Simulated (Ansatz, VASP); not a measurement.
## BaMg6Ti in VASP and in Ansatz

The input INCAR:

```
PREC     = Accurate       # precision mode
ENCUT    = 520            # plane-wave cutoff, eV
EDIFF    = 1E-7           # SCF threshold, eV
ISMEAR   = -1             # smearing method
SIGMA    = 0.05           # smearing width, eV
LREAL    = False          # projectors in reciprocal space
LASPH    = True           # aspherical terms in the spheres
NELM     = 100            # most SCF steps
ALGO     = Fast           # electronic algorithm
ISIF     = 2              # what is computed and relaxed
LWAVE    = False          # write WAVECAR
LCHARG   = False          # write CHGCAR
GGA      = PE             # functional
NBANDS   = 27             # bands
```

Contents of KPOINTS:

```
regular mesh
0
Gamma
  5 5 5
```

POSCAR

```
BaMg6Ti
1.0
    6.5928356663      0.0000000000      0.0000000000
   -3.2964178331      5.7095631700      0.0000000000
    0.0000000000      0.0000000000      5.2163325097
Ba Ti Mg
1 1 6
Direct
    0.0000000000      0.0000000000      0.0000000000
    0.6666666667      0.3333333333      0.5000000000
    0.5140310000      0.4859690000      0.0000000000
    0.9719380000      0.4859690000      0.0000000000
    0.5140310000      0.0280620000      0.0000000000
    0.1770245000      0.8229755000      0.5000000000
    0.6459510000      0.8229755000      0.5000000000
    0.1770245000      0.3540490000      0.5000000000
```

The input input.yaml:

```yaml
crystal:
  lattice:
    - [6.5928356663, 0.0, 0.0]
    - [-3.2964178331, 5.70956317, 0.0]
    - [0.0, 0.0, 5.2163325097]
  atoms:
    - { symbol: Ba, position: [0.0, 0.0, 0.0] }
    - { symbol: Ti, position: [0.6666666667, 0.3333333333, 0.5] }
    - { symbol: Mg, position: [0.514031, 0.485969, 0.0] }
    - { symbol: Mg, position: [0.971938, 0.485969, 0.0] }
    - { symbol: Mg, position: [0.514031, 0.028062, 0.0] }
    - { symbol: Mg, position: [0.1770245, 0.8229755, 0.5] }
    - { symbol: Mg, position: [0.645951, 0.8229755, 0.5] }
    - { symbol: Mg, position: [0.1770245, 0.354049, 0.5] }
hamiltonian:
  xc: pbe
  pseudopotentials: { kind: paw }
kpoints:
  mp_grid: { grid: [5, 5, 5] }
scf:
  occupations: { method: fermi_dirac, width: 0.05 }
output:
  forces: true
  stress: true
  eigenvalues: true
  write_density: true
  write_potential: true
  elf: true
  volumetric_format: npy
```

Alike in both runs: task single point; functional PBE; k mesh 5 × 5 × 5; occupations fermi-dirac, width 0.05 eV; no spin polarisation.

```csv
,VASP,Ansatz
version,VASP 6.6.1,Ansatz 0.2.0
potentials or method,"VASP PAW PBE potentials, release 64 (Ba_sv, Ti_sv, Mg)",Ansatz PAW
plane-wave cutoff (eV),520,420
valence electrons in the cell,34,82
```

Ansatz gave:

* gap on the k mesh at the Fermi level (eV): none
* pressure (GPa): 1.2
* traceless stress, the component that is largest in VASP (GPa): -0.59
* rms of the force components (eV/Å): 0.074

What did VASP give for the same quantities?

gap on the k mesh at the Fermi level (eV): none; pressure (GPa): 1.2; traceless stress, the component that is largest in VASP (GPa): -0.63; rms of the force components (eV/Å): 0.074.

Atom by atom the forces differ by 0.004 eV/Å (rms over components). A gap of «none» marks a metal or a gap that the smearing closes. The functional is the same, so the differences come from potentials, cutoffs and numerics. VASP's potentials hold 34 valence electrons a cell and Ansatz's 82, so a difference there can come from the potentials and not from the codes.

Neither program's run includes spin-orbit coupling.
